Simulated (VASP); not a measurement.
# Sb (C2/c) in VASP: notebook

Sb is run at these levels: LDA; tasks: single point.

Everything below comes from runs of VASP 6.6.1. Logs are shortened: lines on timing, memory, paths and dates and some standing lists are left out, and cuts for length are marked.

**1. The cell of the first run**

Symmetry: C2/c, No. 15, monoclinic system. The conventional cell has a = 3.060 Å, b = 8.102 Å, c = 4.373 Å, α = 90.00°, β = 110.38°, γ = 90.00°. Sb (site symmetry 2) has 10 Sb at 2.98 to 3.69 Å within 3.9 Å.

**2. Single point, LDA (25.40 Å³/atom)**

INCAR

```
PREC     = Accurate       # precision mode
ENCUT    = 520            # plane-wave cutoff, eV
EDIFF    = 1E-6           # SCF threshold, eV
ISMEAR   = -1             # smearing method
SIGMA    = 0.1            # smearing width, eV
LREAL    = F              # projectors in reciprocal space
LASPH    = T              # aspherical terms in the spheres
NELM     = 100            # most SCF steps
ALGO     = Normal         # electronic algorithm
ISIF     = 2              # what is computed and relaxed
LWAVE    = F              # write WAVECAR
LCHARG   = T              # write CHGCAR
GGA      = CA             # functional
LELF     = T              # ELF
LVHAR    = T            
NBANDS   = 12             # bands
```

KPOINTS

```
regular mesh
0
Gamma
  13 13 9
```

POSCAR

```
Sb
1.0
   -2.8637082992      2.8655626749      1.5299012206
    2.8655626749     -2.8637082992      1.5299012206
    2.8973496087      2.8973496087     -1.5265049281
Sb
2
Direct
    0.9999743445      0.0000256555      0.0000000000
    0.7500256555      0.2499743445      0.5000000000
```

Potentials or basis: VASP PAW LDA potentials, release 64 (Sb).

Started as:

```sh
cat potpaw_LDA.64/Sb/POTCAR > POTCAR
mpirun -np 1 vasp_std > vasp.out
```

OUTCAR:

```text
PREC = Accurate
   ENCUT = 520
   EDIFF = 1E-6
   ISMEAR = -1
   LREAL = F
   LASPH = T
   NELM = 100
   ISIF = 2
   GGA = CA

 ion  position               nearest neighbor table
   1  1.000  0.000  0.000-   2 2.98   2 2.98   2 2.98   2 2.98   2 3.68   2 3.68   2 3.69   2 3.69

   2  0.750  0.250  0.500-   1 2.98   1 2.98   1 2.98   1 2.98   1 3.68   1 3.68   1 3.69   1 3.69

  LATTYP: Found a base centered monoclinic cell.
 ALAT       =     3.0598035650
 B/A-ratio  =     2.6480172802
 C/A-ratio  =     1.4290406054
 COS(beta)  =    -0.3483049577

  Lattice vectors:

 A1 = (  -2.8637082992,   2.8655626749,   1.5299012206)
 A2 = (   2.8655626749,  -2.8637082992,   1.5299012206)
 A3 = (   2.8973496087,   2.8973496087,  -1.5265049281)

Analysis of symmetry for initial positions (statically):
=====================================================================
 Subroutine PRICEL returns:
 Original cell was already a primitive cell.

 Routine SETGRP: Setting up the symmetry group for a
 base centered monoclinic supercell.

 Subroutine GETGRP returns: Found  4 space group operations
 (whereof  2 operations were pure point group operations)
 out of a pool of  4 trial point group operations.

The static configuration has the point symmetry C_2 .
 The point group associated with its full space group is C_2h.

Analysis of symmetry for dynamics (positions and initial velocities):
=====================================================================
 Subroutine PRICEL returns:
 Original cell was already a primitive cell.

 Routine SETGRP: Setting up the symmetry group for a
 base centered monoclinic supercell.

 Subroutine GETGRP returns: Found  4 space group operations
 (whereof  2 operations were pure point group operations)
 out of a pool of  4 trial point group operations.

The dynamic configuration has the point symmetry C_2 .
 The point group associated with its full space group is C_2h.

 Subroutine INISYM returns: Found  4 space group operations
 (whereof  2 operations are pure point group operations),
 and found     1 'primitive' translations

----------------------------------------------------------------------------------------

                                     Primitive cell

  volume of cell :      50.8080

  direct lattice vectors                    reciprocal lattice vectors
    -2.863708299  2.865562675  1.529901221    -0.001204414  0.173337863  0.326714165
     2.865562675 -2.863708299  1.529901221     0.173337863 -0.001204414  0.326714165
[... 93 lines left out ...]
   POTIM  = 0.5000    time-step for ionic-motion
   TEBEG  =    0.0;   TEEND  =   0.0 temperature during run
   PSTRESS=    0.0 pullay stress
   NELECT =      10.0000    total number of electrons
   NUPDOWN=      -1.0000    fix difference up-down
   EMIN   =  10.00;   EMAX   =-10.00  energy-range for DOS
   EFERMI =   0.00;   METHOD = LEGACY
   ISMEAR =    -1;   SIGMA  =   0.10  broadening in eV -4-tet -1-fermi 0-gaus
   EFERMI_NEDOS =   21; number of points for ismear=-14 and -15
   IALGO  =     38    algorithm
   IMIX   =      4    mixing-type and parameters
     AMIX     =   0.40;   BMIX     =  1.00
     AMIX_MAG =   1.60;   BMIX_MAG =  1.00
  volume/ion in A,a.u.               =      25.40       171.43
  Fermi-wavevector in a.u.,A,eV,Ry     =   0.952279  1.799546 12.338235  0.906835
  Thomas-Fermi vector in A             =   2.080827
   LORBIT       =      0    0 simple, 1 ext, 2 COOP (PROOUT), +10 PAW based schemes
   GGA     = CA    functional components
   LHFCALC =     F    Hartree Fock is set to
   AEXX    =    0.0000 exact exchange contribution
   IVDW    =     0    specifies the selected vdW correction
   LEPSILON=     F    determine dielectric tensor
   LRPA    =     F    only Hartree local field effects (RPA)
 non-spin polarized calculation
  energy-cutoff  :      520.00
  volume of cell :       50.81
 maximum number of plane-waves:      1385
   NGX = 17   NGY = 17   NGZ = 17

 number of electron      10.0000000 magnetization

 Free energy of the ion-electron system (eV)
  ---------------------------------------------------
  ext. energy  EPLUGINS =         0.00000000
  ---------------------------------------------------
  free energy    TOTEN  =        -9.34355953 eV

  energy without entropy =       -9.30898740  energy(sigma->0) =       -9.32627347

 E-fermi :   9.2843     XC(G=0): -10.5382

 val. band max:        9.2729187197   @ k =   0.2308   0.1538   0.1111
 cond. band min:       9.2894818272   @ k =  -0.4615   0.0000   0.1111
 fundamental gap:      0.0165631076
 Fermi energy:         9.2842802091

 k-point     1 :       0.0000    0.0000    0.0000
  band No.  band energies     occupation
      1      -4.4102      2.00000
      2       2.3417      2.00000
      3       5.1755      2.00000
      4       5.3386      2.00000
      5      11.0077      0.00000
      6      13.2275      0.00000
      7      13.2821      0.00000
      8      14.2663      0.00000
      9      14.4190      0.00000
     10      17.0376      0.00000
     11      17.7864      0.00000
     12      18.7838      0.00000
[... 331 lines left out ...]
 k-point    24 :       0.4615    0.1538    0.0000
  band No.  band energies     occupation
      1      -0.8440      2.00000
      2       1.2638      2.00000
      3       4.3134      2.00000
      4       6.1962      2.00000
      5       6.9571      2.00000
      6       9.1411      1.61434
      7      11.5530      0.00000
      8      11.9014      0.00000
      9      15.5993      0.00000
     10      16.2660      0.00000
     11      17.0566      0.00000
     12      18.1265      0.00000

 [... further k-points ...]

------------------------ aborting loop because EDIFF is reached ----------------------------------------

  FORCE on cell =-STRESS in cart. coord.  units (eV):
  Direction    XX          YY          ZZ          XY          YZ          ZX
  --------------------------------------------------------------------------------------
  -------------------------------------------------------------------------------------
  Total        2.3864131      2.3864131      2.1225676      0.0192442      0.0041916      0.0041916
  in kB       75.2530142     75.2530142     66.9329252      0.6068461      0.1321785      0.1321779
  external PRESSURE =      72.4796512 kB  Pullay stress =       0.0000000 kB

 VOLUME and BASIS-vectors are now :
 -----------------------------------------------------------------------------
  energy-cutoff  :      520.00
  volume of cell :       50.81
      direct lattice vectors                 reciprocal lattice vectors
    -2.863708299  2.865562675  1.529901221    -0.001204414  0.173337863  0.326714165
     2.865562675 -2.863708299  1.529901221     0.173337863 -0.001204414  0.326714165
     2.897349609  2.897349609 -1.526504928     0.172516426  0.172516426 -0.000209105

 POSITION                                       TOTAL-FORCE (eV/Angst)
 -----------------------------------------------------------------------------------
     -2.86356      2.86542      1.52990        -0.004745      0.004745     -0.000000
      0.01714      2.88207      0.76665         0.004745     -0.004745      0.000000
 -----------------------------------------------------------------------------------
    total drift:                               -0.000000      0.000000     -0.000000

  FREE ENERGIE OF THE ION-ELECTRON SYSTEM (eV)
  ---------------------------------------------------
  free  energy   TOTEN  =        -9.3435595339 eV

  energy  without entropy=       -9.3089874036  energy(sigma->0) =       -9.32627347
```

OSZICAR:

```text
N       E                     dE             d eps       ncg     rms          rms(c)
DAV:   1     0.302770450481E+02    0.30277E+02   -0.34736E+03  9912   0.643E+02
DAV:   2    -0.778419585324E+01   -0.38061E+02   -0.36848E+02 13412   0.110E+02
DAV:   3    -0.934972062970E+01   -0.15655E+01   -0.15453E+01 12328   0.233E+01
DAV:   4    -0.936257248614E+01   -0.12852E-01   -0.12846E-01 11300   0.256E+00
DAV:   5    -0.936269847570E+01   -0.12599E-03   -0.12599E-03 12028   0.284E-01    0.347E+00
DAV:   6    -0.935060170987E+01    0.12097E-01   -0.13082E-03 11248   0.207E-01    0.207E+00
DAV:   7    -0.934355759736E+01    0.70441E-02   -0.29264E-03 10928   0.303E-01    0.407E-02
DAV:   8    -0.934355892642E+01   -0.13291E-05   -0.80742E-05 11600   0.603E-02    0.104E-02
DAV:   9    -0.934355953386E+01   -0.60744E-06   -0.30748E-06 11808   0.106E-02
   1 F= -.93435595E+01 E0= -.93262735E+01  d E =-.345721E-01
```

stdout:

```text
POSCAR found type information on POSCAR Sb
 POSCAR found :  1 types and       2 ions
 scaLAPACK will be used
 LDA part: xc-table for (Slater(with rela. corr.)+CA(PZ))
 , standard interpolation
 POSCAR, INCAR and KPOINTS ok, starting setup
 FFT: planning ... GRIDC
 FFT: planning ... GRID_SOFT
 FFT: planning ... GRID
 WAVECAR not read
 entering main loop
```

It took 88 s on 1 thread of AMD EPYC 9R45 (Zen 5), shared host; peak memory 0.3 GiB.

Results:

```yaml
Free_energy: -9.3436 eV
Pressure: 7.2 GPa
Largest_force: 0.007 eV/Å
Band_gap_on_the_k_mesh: zero (bands 5 and 6 overlap by 6.16 eV)
```

Forces on the atoms (eV/Å):
```
Sb  -0.005  0.005  0.000
Sb   0.005 -0.005  0.000
```

Levels at points of the mesh, in eV from the Fermi level:
```tsv
k point	band 1	band 2	band 3	band 4	band 5	band 6	band 7	band 8	band 9	band 10
(0.00, 0.00, 0.00)	-13.69	-6.94	-4.11	-3.95	1.72	3.94	4.00	4.98	5.13	7.75
```

Caveat: the cell stands under pressure; spin-orbit coupling is left out, which moves the levels of the heavy elements.

**3. Single point, LDA (26.51 Å³/atom)**

This run uses another cell than the first one, of 26.51 Å³/atom.

INCAR

```
PREC     = Accurate       # precision mode
ENCUT    = 520            # plane-wave cutoff, eV
EDIFF    = 1E-7           # SCF threshold, eV
ISMEAR   = -1             # smearing method
SIGMA    = 0.1            # smearing width, eV
LREAL    = False          # projectors in reciprocal space
LASPH    = True           # aspherical terms in the spheres
NELM     = 60             # most SCF steps
ALGO     = Normal         # electronic algorithm
ISIF     = 2              # what is computed and relaxed
LWAVE    = False          # write WAVECAR
LCHARG   = False          # write CHGCAR
NBANDS   = 12             # bands
```

KPOINTS

```
Automatic mesh
0
Gamma
  13 13 9
```

POSCAR

```
Sb
1.0
   -2.9046239457      2.9065048160      1.5517599055
    2.9065048160     -2.9046239457      1.5517599055
    2.9387459103      2.9387459103     -1.5483150880
Sb
2
Direct
    0.9999743445      0.0000256555      0.0000000000
    0.7500256555      0.2499743445      0.5000000000
```

Potentials or basis: VASP PAW LDA potentials, release 64 (Sb).

Started as:

```sh
cat potpaw_LDA.64/Sb/POTCAR > POTCAR
mpirun -np 1 vasp_std > vasp.out
```

It took 2.1 min on 1 thread of AMD EPYC 9R45 (Zen 5), shared host; peak memory 0.31 GiB.

It converged, with:

```
Free energy            : -9.4160 eV
Pressure               : 3.4 GPa
Largest force          : 0.004 eV/Å
Band gap on the k mesh : zero (bands 5 and 6 overlap by 5.98 eV)
```

Forces on the atoms (eV/Å):
```
Sb  -0.003  0.003  0.000
Sb   0.003 -0.003  0.000
```

Stress tensor (GPa, compression positive):
```
3.68 0.02 0.01
0.02 3.68 0.01
0.01 0.01 2.86
```

Levels at points of the mesh, in eV from the Fermi level:
```
           k point  band 1  band 2  band 3  band 4  band 5  band 6  band 7  band 8  band 9  band 10
(0.00, 0.00, 0.00)  -13.30   -6.98   -3.89   -3.74    1.90    3.81    3.86    4.77    4.90     7.69
```

Caveat: the cell stands under pressure; spin-orbit coupling is left out, which moves the levels of the heavy elements.

**4. Single point, LDA (27.61 Å³/atom)**

This run uses another cell than the first one, of 27.61 Å³/atom.

INCAR

```
SYSTEM = Sb
PREC = Accurate ; ENCUT = 520
EDIFF = 1E-6 ; ISMEAR = -1
SIGMA = 0.1 ; LREAL = .FALSE.
LASPH = .TRUE. ; NELM = 60
ALGO = Normal ; ISIF = 2
LWAVE = .FALSE. ; LCHARG = .FALSE.
GGA = CA ; NBANDS = 12
```

KPOINTS

```
Automatic mesh
0
G
  13 13 9
  0 0 0
```

POSCAR

```
Sb
1.0
   -2.9444182598      2.9463248987      1.5730195324
    2.9463248987     -2.9444182598      1.5730195324
    2.9790077067      2.9790077067     -1.5695275197
Sb
2
Direct
    0.9999743445      0.0000256555      0.0000000000
    0.7500256555      0.2499743445      0.5000000000
```

Potentials or basis: VASP PAW LDA potentials, release 64 (Sb).

Started as:

```sh
cat potpaw_LDA.64/Sb/POTCAR > POTCAR
mpirun -np 1 vasp_std > vasp.out
```

OUTCAR:

```text
SYSTEM = Sb
   PREC = Accurate
   ENCUT = 520
   EDIFF = 1E-6
   ISMEAR = -1
   LREAL = .FALSE.
   LASPH = .TRUE.
   NELM = 60
   ISIF = 2
   GGA = CA

 ion  position               nearest neighbor table
   1  1.000  0.000  0.000-   2 3.06   2 3.06   2 3.07   2 3.07
   2  0.750  0.250  0.500-   1 3.06   1 3.06   1 3.07   1 3.07

  LATTYP: Found a base centered monoclinic cell.
 ALAT       =     3.1460402203
 B/A-ratio  =     2.6480172801
 C/A-ratio  =     1.4290406054
[... 554 lines left out ...]

------------------------ aborting loop because EDIFF is reached ----------------------------------------

  FORCE on cell =-STRESS in cart. coord.  units (eV):
  Direction    XX          YY          ZZ          XY          YZ          ZX
  --------------------------------------------------------------------------------------
  -------------------------------------------------------------------------------------
  Total        0.2044983      0.2044983     -0.0657727     -0.0057264      0.0035632      0.0035633
  in kB        5.9327475      5.9327475     -1.9081480     -0.1661304      0.1033742      0.1033744
  external PRESSURE =       3.3191157 kB  Pullay stress =       0.0000000 kB

 VOLUME and BASIS-vectors are now :
 -----------------------------------------------------------------------------
  energy-cutoff  :      520.00
  volume of cell :       55.23
      direct lattice vectors                 reciprocal lattice vectors
    -2.944418260  2.946324899  1.573019532    -0.001171399  0.168586469  0.317758546
     2.946324899 -2.944418260  1.573019532     0.168586469 -0.001171399  0.317758546
     2.979007707  2.979007707 -1.569527520     0.167787548  0.167787548 -0.000203373

 POSITION                                       TOTAL-FORCE (eV/Angst)
 -----------------------------------------------------------------------------------
     -2.94427      2.94617      1.57302        -0.000667      0.000667      0.000000
      0.01762      2.96329      0.78826         0.000667     -0.000667     -0.000000
 -----------------------------------------------------------------------------------
    total drift:                                0.000000     -0.000000      0.000000

  FREE ENERGIE OF THE ION-ELECTRON SYSTEM (eV)
  ---------------------------------------------------
  free  energy   TOTEN  =        -9.4410453706 eV

  energy  without entropy=       -9.4044760347  energy(sigma->0) =       -9.42276070
```

It took 1.9 min on 1 thread of AMD EPYC 9R45 (Zen 5), shared host; peak memory 0.32 GiB.

What came out:

- Free energy: -9.4410 eV
- Pressure: 0.3 GPa
- Band gap on the k mesh: zero (bands 5 and 6 overlap by 5.80 eV)

Caveat: spin-orbit coupling is left out, which moves the levels of the heavy elements.

**5. Single point, LDA (28.72 Å³/atom)**

This run uses another cell than the first one, of 28.72 Å³/atom.

INCAR

```
PREC = Accurate
ENCUT = 520
EDIFF = 1E-7
ISMEAR = -1
SIGMA = 0.1
LREAL = F
LASPH = T
NELM = 100
ALGO = Normal
ISIF = 2
LWAVE = F
LCHARG = F
GGA = CA
NBANDS = 12
```

KPOINTS

```
Automatic mesh
0
Gamma
  13 13 9
```

POSCAR

```
Sb
1.0
   -2.9831650487      2.9850967778      1.5937195316
    2.9850967778     -2.9831650487      1.5937195316
    3.0182096721      3.0182096721     -1.5901815661
Sb
2
Direct
    0.9999743445      0.0000256555      0.0000000000
    0.7500256555      0.2499743445      0.5000000000
```

Started as:

```sh
cat potpaw_LDA.64/Sb/POTCAR > POTCAR
mpirun -np 1 vasp_std > vasp.out
```

Run time: 2 min. Hardware: 1 thread of AMD EPYC 9R45 (Zen 5), shared host; peak memory 0.32 GiB.

The run converged. Its results:

| Quantity | Value |
| --- | --- |
| Free energy | -9.4281 eV |
| Pressure | -2.1 GPa |
| Band gap on the k mesh | zero (bands 5 and 6 overlap by 5.62 eV) |

Stress tensor (GPa, compression positive):
```
-1.88 -0.05  0.01
-0.05 -1.88  0.01
 0.01  0.01 -2.63
```

Levels at points of the mesh, in eV from the Fermi level:
| k point | band 2 | band 3 | band 4 | band 5 | band 6 | band 7 | band 8 | band 9 |
| --- | --- | --- | --- | --- | --- | --- | --- | --- |
| (0.00, 0.00, 0.00) | -7.06 | -3.51 | -3.37 | 2.21 | 3.55 | 3.60 | 4.37 | 4.48 |

Caveat: spin-orbit coupling is left out, which moves the levels of the heavy elements.

**6. Overview**

```csv
cell,gap on the mesh (eV),pressure (GPa)
"a = 4.330, b = 4.330, c = 4.373 Å, angles 97.1, 97.1, 138.6°, 2 atoms",none,7.2
"a = 4.392, b = 4.392, c = 4.435 Å, angles 97.1, 97.1, 138.6°, 2 atoms",none,3.4
"a = 4.453, b = 4.453, c = 4.496 Å, angles 97.1, 97.1, 138.6°, 2 atoms",none,0.3
"a = 4.511, b = 4.511, c = 4.555 Å, angles 97.1, 97.1, 138.6°, 2 atoms",none,-2.1
```

Alike in all rows: task single point; level LDA; potentials or basis VASP PAW LDA potentials, release 64 (Sb); no spin polarisation; k mesh 13 × 13 × 9; cutoff (eV) 520; smearing fermi-dirac 0.1 eV.

Caveats: spin-orbit coupling is left out, which moves the levels of the heavy elements; the cell stands under pressure (at least some runs).

Total energies depend on the potentials used, so only differences within one code and one set of settings carry meaning.
